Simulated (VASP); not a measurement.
# MoS2 (P6_3/mmc) in VASP: a series of runs

Runs on MoS2. Level: PBE. Tasks: single point.

All numbers are computed with VASP 6.6.1; they aren't measurements. Logs are shortened: lines on timing, memory, paths and dates and some standing lists are left out, and cuts for length are marked.

## (1) The cell of the first run

It takes space group P6_3/mmc (No. 194, hexagonal). Conventional cell: a = 3.173 Å, b = 3.173 Å, c = 12.436 Å, α = 90.00°, β = 90.00°, γ = 120.00°. Mo (site symmetry -6m2) has 6 S at 2.40 Å and 6 Mo at 3.17 Å within 3.2 Å. Within 3.2 Å of S (site symmetry 3m) lie 3 Mo at 2.40 Å and 7 S at 3.11 to 3.17 Å.

## (2) Single point, PBE

The input, INCAR:

```
SYSTEM = MoS2
ALGO = Normal ; EDIFF = 1E-6
ENCUT = 520 ; GGA = PE
ISIF = 2 ; ISMEAR = 0
LASPH = .True. ; LCHARG = .False.
LREAL = .False. ; LWAVE = .False.
NBANDS = 35 ; NELM = 80
PREC = Accurate ; SIGMA = 0.01
```

The input, KPOINTS:

```
k-points
0
Gamma
  6 6 2
  0 0 0
```

The input, POSCAR:

```
MoS2
1.0
    3.1730194991      0.0000000000      0.0000000000
   -1.5865097496      2.7479154930      0.0000000000
    0.0000000000      0.0000000000     12.4359058611
Mo S
2 4
Direct
    0.3333333333      0.6666666667      0.2500000000
    0.6666666667      0.3333333333      0.7500000000
    0.3333333333      0.6666666667      0.6249005404
    0.6666666667      0.3333333333      0.1249005404
    0.3333333333      0.6666666667      0.8750994596
    0.6666666667      0.3333333333      0.3750994596
```

Potentials or basis: VASP PAW PBE potentials, release 64 (Mo_sv, S).

Run with:

```bash
$ cat potpaw_PBE.64/Mo_sv/POTCAR potpaw_PBE.64/S/POTCAR > POTCAR
$ mpirun -np 1 vasp_std > vasp.out
```

OUTCAR:

```text
SYSTEM = MoS2
   EDIFF = 1E-6
   ENCUT = 520
   GGA = PE
   ISIF = 2
   ISMEAR = 0
   LASPH = .True.
   LREAL = .False.
   NELM = 80
   PREC = Accurate

 ion  position               nearest neighbor table
   1  0.333  0.667  0.250-   4 2.40   6 2.40   4 2.40   6 2.40   4 2.40   6 2.40
   2  0.667  0.333  0.750-   3 2.40   5 2.40   3 2.40   5 2.40   3 2.40   5 2.40
   3  0.333  0.667  0.625-   2 2.40   2 2.40   2 2.40
   4  0.667  0.333  0.125-   1 2.40   1 2.40   1 2.40
   5  0.333  0.667  0.875-   2 2.40   2 2.40   2 2.40
   6  0.667  0.333  0.375-   1 2.40   1 2.40   1 2.40

  LATTYP: Found a hexagonal cell.
 ALAT       =     3.1730194991
 C/A-ratio  =     3.9192655023

  Lattice vectors:

 A1 = (   3.1730194991,   0.0000000000,   0.0000000000)
 A2 = (  -1.5865097496,   2.7479154930,   0.0000000000)
 A3 = (   0.0000000000,   0.0000000000,  12.4359058611)

Analysis of symmetry for initial positions (statically):
=====================================================================
 Subroutine PRICEL returns:
 Original cell was already a primitive cell.

 Routine SETGRP: Setting up the symmetry group for a
 hexagonal supercell.

 Subroutine GETGRP returns: Found 24 space group operations
 (whereof 12 operations were pure point group operations)
 out of a pool of 24 trial point group operations.

The static configuration has the point symmetry D_3d.
 The point group associated with its full space group is D_6h.

Analysis of symmetry for dynamics (positions and initial velocities):
=====================================================================
 Subroutine PRICEL returns:
 Original cell was already a primitive cell.

 Routine SETGRP: Setting up the symmetry group for a
 hexagonal supercell.

 Subroutine GETGRP returns: Found 24 space group operations
 (whereof 12 operations were pure point group operations)
 out of a pool of 24 trial point group operations.

The dynamic configuration has the point symmetry D_3d.
 The point group associated with its full space group is D_6h.

 Subroutine INISYM returns: Found 24 space group operations
 (whereof 12 operations are pure point group operations),
 and found     1 'primitive' translations

----------------------------------------------------------------------------------------

                                     Primitive cell

  volume of cell :     108.4310

  direct lattice vectors                    reciprocal lattice vectors
     3.173019499  0.000000000  0.000000000     0.315157219  0.181956105  0.000000000
    -1.586509750  2.747915493  0.000000000     0.000000000  0.363912210  0.000000000
     0.000000000  0.000000000 12.435905861     0.000000000  0.000000000  0.080412317

  length of vectors
     3.173019499  3.173019499 12.435905861     0.363912210  0.363912210  0.080412317

  position of ions in fractional coordinates (direct lattice)
     0.333333333  0.666666667  0.250000000
     0.666666667  0.333333333  0.750000000
     0.333333333  0.666666667  0.624900540
     0.666666667  0.333333333  0.124900540
     0.333333333  0.666666667  0.875099460
     0.666666667  0.333333333  0.375099460

  ion indices of the primitive-cell ions
   primitive index   ion index
                 1           1
                 2           2
                 3           3
                 4           4
                 5           5
                 6           6

----------------------------------------------------------------------------------------

 KPOINTS: k-points

Automatic generation of k-mesh.
 Grid dimensions read from file:
 generate k-points for:    6    6    2

 Generating k-lattice:

  Cartesian coordinates                     Fractional coordinates (reciprocal lattice)
     0.052526203  0.030326018  0.000000000     0.166666667  0.000000000  0.000000000
     0.000000000  0.060652035  0.000000000     0.000000000  0.166666667  0.000000000
     0.000000000  0.000000000  0.040206158     0.000000000  0.000000000  0.500000000

  Length of vectors
     0.060652035  0.060652035  0.040206158

  Shift w.r.t. Gamma in fractional coordinates (k-lattice)
     0.000000000  0.000000000  0.000000000

 Subroutine IBZKPT returns following result:
 ===========================================

 Found     14 irreducible k-points:

 Following reciprocal coordinates:
            Coordinates               Weight
  0.000000  0.000000  0.000000      1.000000
  0.166667 -0.000000  0.000000      6.000000
  0.333333 -0.000000  0.000000      6.000000
  0.500000  0.000000  0.000000      3.000000
  0.166667  0.166667  0.000000      6.000000
  0.333333  0.166667  0.000000     12.000000
  0.333333  0.333333  0.000000      2.000000
  0.000000  0.000000  0.500000      1.000000
  0.166667 -0.000000  0.500000      6.000000
  0.333333 -0.000000  0.500000      6.000000
  0.500000  0.000000  0.500000      3.000000
  0.166667  0.166667  0.500000      6.000000
  0.333333  0.166667  0.500000     12.000000
  0.333333  0.333333  0.500000      2.000000
   k-points           NKPTS =     14   k-points in BZ     NKDIM =     14   number of bands    NBANDS=     35
   number of dos      NEDOS =    301   number of ions     NIONS =      6
   total plane-waves  NPLWV =  55296
   dimension x,y,z NGX =    24 NGY =   24 NGZ =   96
   dimension x,y,z NGXF=    48 NGYF=   48 NGZF=  192
   ions per type =               2   4
   NGX,Y,Z   is equivalent  to a cutoff of  12.57, 12.57, 12.83 a.u.
   NGXF,Y,Z  is equivalent  to a cutoff of  25.15, 25.15, 25.67 a.u.
 SYSTEM =  MoS2
   PREC   = accura    normal or accurate (medium, high low for compatibility)
   ISTART =      0    job   : 0-new  1-cont  2-samecut
   ICHARG =      2    charge: 1-file 2-atom 10-const
   ISPIN  =      1    spin polarized calculation?
   LNONCOLLINEAR =      F non collinear calculations
   LSORBIT =      F    spin-orbit coupling
   LASPH  =      T    aspherical Exc in radial PAW
   ENCUT  =  520.0 eV  38.22 Ry    6.18 a.u.   5.90  5.90 23.12*2*pi/ulx,y,z
   NELM   =     80;   NELMIN=  2; NELMDL= -5     # of ELM steps
   EDIFF  = 0.1E-05   stopping-criterion for ELM
   LREAL  =      F    real-space projection
   EDIFFG = 0.1E-04   stopping-criterion for IOM
   NSW    =      0    number of steps for IOM
   IBRION =     -1    ionic relax: 0-MD 1-quasi-New 2-CG
   NFREE  =      0    steps in history (QN), initial steepest desc. (CG)
   ISIF   =      2    stress and relaxation
   ISYM   =      2    0-nonsym 1-usesym 2-fastsym
   POTIM  = 0.5000    time-step for ionic-motion
   TEBEG  =    0.0;   TEEND  =   0.0 temperature during run
   PSTRESS=    0.0 pullay stress
   NELECT =      52.0000    total number of electrons
   NUPDOWN=      -1.0000    fix difference up-down
   EMIN   =  10.00;   EMAX   =-10.00  energy-range for DOS
   EFERMI =   0.00;   METHOD = LEGACY
   ISMEAR =     0;   SIGMA  =   0.01  broadening in eV -4-tet -1-fermi 0-gaus
   EFERMI_NEDOS =   21; number of points for ismear=-14 and -15
   IALGO  =     38    algorithm
   IMIX   =      4    mixing-type and parameters
     AMIX     =   0.40;   BMIX     =  1.00
     AMIX_MAG =   1.60;   BMIX_MAG =  1.00
  volume/ion in A,a.u.               =      18.07       121.95
  Fermi-wavevector in a.u.,A,eV,Ry     =   1.281420  2.421532 22.341266  1.642037
  Thomas-Fermi vector in A             =   2.413791
   LORBIT       =      0    0 simple, 1 ext, 2 COOP (PROOUT), +10 PAW based schemes
   GGA     = PE    functional components
   LHFCALC =     F    Hartree Fock is set to
   AEXX    =    0.0000 exact exchange contribution
   IVDW    =     0    specifies the selected vdW correction
   LEPSILON=     F    determine dielectric tensor
   LRPA    =     F    only Hartree local field effects (RPA)
 non-spin polarized calculation
 Gauss-broadening in eV      SIGMA  =   0.01
  energy-cutoff  :      520.00
  volume of cell :      108.43
 maximum number of plane-waves:      2944
 NGX is ok and might be reduce to    24
   NGX = 11   NGY = 11   NGZ = 47

 number of electron      51.9999999 magnetization

 Free energy of the ion-electron system (eV)
  ---------------------------------------------------
  ext. energy  EPLUGINS =         0.00000000
  ---------------------------------------------------
  free energy    TOTEN  =       -43.63184685 eV

  energy without entropy =      -43.63184685  energy(sigma->0) =      -43.63184685

 E-fermi :   7.4973     XC(G=0): -10.7286

 val. band max:        7.3316866870   @ k =   0.0000   0.0000   0.0000
 cond. band min:       8.2845909116   @ k =   0.1667   0.1667   0.0000
 fundamental gap:      0.9529042247
 Fermi energy:         7.4973437289

 k-point     1 :       0.0000    0.0000    0.0000
  band No.  band energies     occupation
      1     -54.1689      2.00000
      2     -54.1689      2.00000
      3     -28.3202      2.00000
      4     -28.3201      2.00000
      5     -28.1037      2.00000
      6     -28.1037      2.00000
[... 27 lines left out ...]
     34       9.7916      0.00000
     35      12.8976      0.00000

 k-point     2 :       0.1667   -0.0000    0.0000
  band No.  band energies     occupation
      1     -54.1591      2.00000
      2     -54.1591      2.00000
      3     -28.3008      2.00000
      4     -28.3007      2.00000
      5     -28.2020      2.00000
      6     -28.2020      2.00000
[... 27 lines left out ...]
     34      10.1170      0.00000
     35      14.3630      0.00000

 k-point     3 :       0.3333   -0.0000    0.0000
  band No.  band energies     occupation
      1     -54.1396      2.00000
      2     -54.1396      2.00000
      3     -28.3940      2.00000
      4     -28.3940      2.00000
      5     -28.2618      2.00000
      6     -28.2618      2.00000
[... 27 lines left out ...]
     34      10.9493      0.00000
     35      14.0522      0.00000
[... 343 lines left out ...]
 k-point    13 :       0.3333    0.1667    0.5000
  band No.  band energies     occupation
      1     -54.1297      2.00000
      2     -54.1297      2.00000
      3     -28.4400      2.00000
      4     -28.4400      2.00000
      5     -28.2426      2.00000
      6     -28.2426      2.00000
[... 27 lines left out ...]
     34      11.1724      0.00000
     35      13.9037      0.00000

 k-point    14 :       0.3333    0.3333    0.5000
  band No.  band energies     occupation
      1     -54.1248      2.00000
      2     -54.1248      2.00000
      3     -28.3936      2.00000
      4     -28.3936      2.00000
      5     -28.3489      2.00000
      6     -28.3489      2.00000
[... 27 lines left out ...]
     34      11.5449      0.00000
     35      14.0012      0.00000

------------------------ aborting loop because EDIFF is reached ----------------------------------------

  FORCE on cell =-STRESS in cart. coord.  units (eV):
  Direction    XX          YY          ZZ          XY          YZ          ZX
  --------------------------------------------------------------------------------------
  -------------------------------------------------------------------------------------
  Total        1.2156784      1.2156784      2.1388509     -0.0000000      0.0000000      0.0000000
  in kB       17.9628704     17.9628704     31.6036719     -0.0000000      0.0000000      0.0000000
  external PRESSURE =      22.5098043 kB  Pullay stress =       0.0000000 kB

 VOLUME and BASIS-vectors are now :
 -----------------------------------------------------------------------------
  energy-cutoff  :      520.00
  volume of cell :      108.43
      direct lattice vectors                 reciprocal lattice vectors
     3.173019499  0.000000000  0.000000000     0.315157219  0.181956105  0.000000000
    -1.586509750  2.747915493  0.000000000     0.000000000  0.363912210  0.000000000
     0.000000000  0.000000000 12.435905861     0.000000000  0.000000000  0.080412317

 POSITION                                       TOTAL-FORCE (eV/Angst)
 -----------------------------------------------------------------------------------
     -0.00000      1.83194      3.10898        -0.000000     -0.000000      0.000000
      1.58651      0.91597      9.32693         0.000000      0.000000      0.000000
     -0.00000      1.83194      7.77120        -0.000000      0.000000     -0.102355
      1.58651      0.91597      1.55325         0.000000     -0.000000     -0.102355
     -0.00000      1.83194     10.88265        -0.000000      0.000000      0.102355
      1.58651      0.91597      4.66470        -0.000000      0.000000      0.102355
 -----------------------------------------------------------------------------------
    total drift:                               -0.000000      0.000000     -0.000000

  FREE ENERGIE OF THE ION-ELECTRON SYSTEM (eV)
  ---------------------------------------------------
  free  energy   TOTEN  =       -43.6318468461 eV

  energy  without entropy=      -43.6318468461  energy(sigma->0) =      -43.63184685
```

Wall time 20 s (1 thread of Intel Xeon 6975P-C (Granite Rapids), shared host); peak memory 0.23 GiB.

Results:

```
Free energy            : -43.6318 eV
Pressure               : 2.3 GPa
Largest force          : 0.102 eV/Å
Band gap on the k mesh : 0.95 eV (least direct gap 1.64 eV)
```

Forces on the atoms (eV/Å):
```
Mo   0.000  0.000  0.000
Mo   0.000  0.000  0.000
S    0.000  0.000 -0.102
S    0.000  0.000 -0.102
S    0.000  0.000  0.102
S    0.000  0.000  0.102
```

Stress tensor (GPa, compression positive):
```
1.80 0.00 0.00
0.00 1.80 0.00
0.00 0.00 3.16
```

Caveat: this functional lacks dispersion, which binds the layers, so the pressure and a relaxed spacing across them are unreliable. A k mesh can miss the band edges.

## (3) Single point, PBE

The input, INCAR:

```
ALGO = Normal
EDIFF = 1E-6
ENCUT = 520
GGA = PE
ISIF = 2
ISMEAR = 0
LASPH = True
LCHARG = False
LREAL = False
LWAVE = False
NBANDS = 35
NELM = 100
PREC = Accurate
SIGMA = 0.01
```

The input, KPOINTS:

```
k-points
0
Gamma
  6 6 2
```

POSCAR is that of step 2.

Potentials or basis: VASP PAW PBE potentials, release 64 (Mo_sv, S).

Run with:

```bash
$ cat potpaw_PBE.64/Mo_sv/POTCAR potpaw_PBE.64/S/POTCAR > POTCAR
$ mpirun -np 1 vasp_std > vasp.out
```

Run time: 23 s. Hardware: 1 thread of Intel Xeon 6975P-C (Granite Rapids), shared host; peak memory 0.23 GiB.

The run converged. Its results:

```
Free energy            : -43.6318 eV
Pressure               : 2.3 GPa
Largest force          : 0.102 eV/Å
Band gap on the k mesh : 0.95 eV (least direct gap 1.64 eV)
```

Forces in eV/Å, atoms in the order of the input:
```
Mo   0.000  0.000  0.000
Mo   0.000  0.000  0.000
S    0.000  0.000 -0.102
S    0.000  0.000 -0.102
S    0.000  0.000  0.102
S    0.000  0.000  0.102
```

Stress tensor (GPa, compression positive):
```
1.80 0.00 0.00
0.00 1.80 0.00
0.00 0.00 3.16
```

Levels at points of the mesh, in eV from the valence-band top:
```
           k point  band 23  band 24  band 25  band 26  band 27  band 28  band 29  band 30
(0.00, 0.00, 0.00)    -2.16    -1.25    -1.08     0.00     2.11     2.11     2.14     2.14
(0.50, 0.00, 0.00)    -1.73    -1.56    -1.37    -1.26     1.60     1.64     2.02     2.25
(0.00, 0.00, 0.50)    -2.18    -2.18    -0.27    -0.27     2.12     2.12     2.12     2.12
(0.50, 0.00, 0.50)    -1.65    -1.65    -1.31    -1.31     1.62     1.62     2.15     2.15
```

Caveat: this functional lacks dispersion, which binds the layers, so the pressure and a relaxed spacing across them are unreliable.

## (4) Single point, PBE

The input, INCAR:

```
SYSTEM = MoS2
PREC = Accurate
ENCUT = 520
EDIFF = 1E-6
ISMEAR = -1
SIGMA = 0.02
LREAL = .FALSE.
LASPH = .TRUE.
NELM = 60
ALGO = Normal
ISIF = 2
LWAVE = .FALSE.
LCHARG = .FALSE.
GGA = PE
NBANDS = 35
```

The input, KPOINTS:

```
Automatic mesh
0
G
  12 12 2
  0 0 0
```

POSCAR is that of step 3.

Run with:

```bash
$ cat potpaw_PBE.64/Mo_sv/POTCAR potpaw_PBE.64/S/POTCAR > POTCAR
$ mpirun -np 1 vasp_std > vasp.out
```

Wall time 54 s (1 thread of Intel Xeon 6975P-C (Granite Rapids), shared host); peak memory 0.27 GiB.

Results (log left out):

```
Free energy            : -43.6326 eV
Pressure               : 2.3 GPa
Largest force          : 0.098 eV/Å
Band gap on the k mesh : 0.95 eV (least direct gap 1.64 eV)
```

Forces in eV/Å, atoms in the order of the input:
```
Mo   0.000  0.000  0.000
Mo   0.000  0.000  0.000
S    0.000  0.000 -0.098
S    0.000  0.000 -0.098
S    0.000  0.000  0.098
S    0.000  0.000  0.098
```

Stress tensor (GPa, compression positive):
```
1.80 0.00 0.00
0.00 1.80 0.00
0.00 0.00 3.15
```

Levels at points of the mesh, in eV from the valence-band top:
| k point | band 24 | band 25 | band 26 | band 27 | band 28 | band 29 |
| --- | --- | --- | --- | --- | --- | --- |
| (0.00, 0.00, 0.00) | -1.25 | -1.08 | 0.00 | 2.11 | 2.11 | 2.14 |
| (0.50, 0.00, 0.00) | -1.56 | -1.37 | -1.26 | 1.60 | 1.64 | 2.02 |
| (0.00, 0.00, 0.50) | -2.18 | -0.27 | -0.27 | 2.12 | 2.12 | 2.12 |
| (0.50, 0.00, 0.50) | -1.65 | -1.31 | -1.31 | 1.62 | 1.62 | 2.15 |

Caveat: this functional lacks dispersion, which binds the layers, so the pressure and a relaxed spacing across them are unreliable.
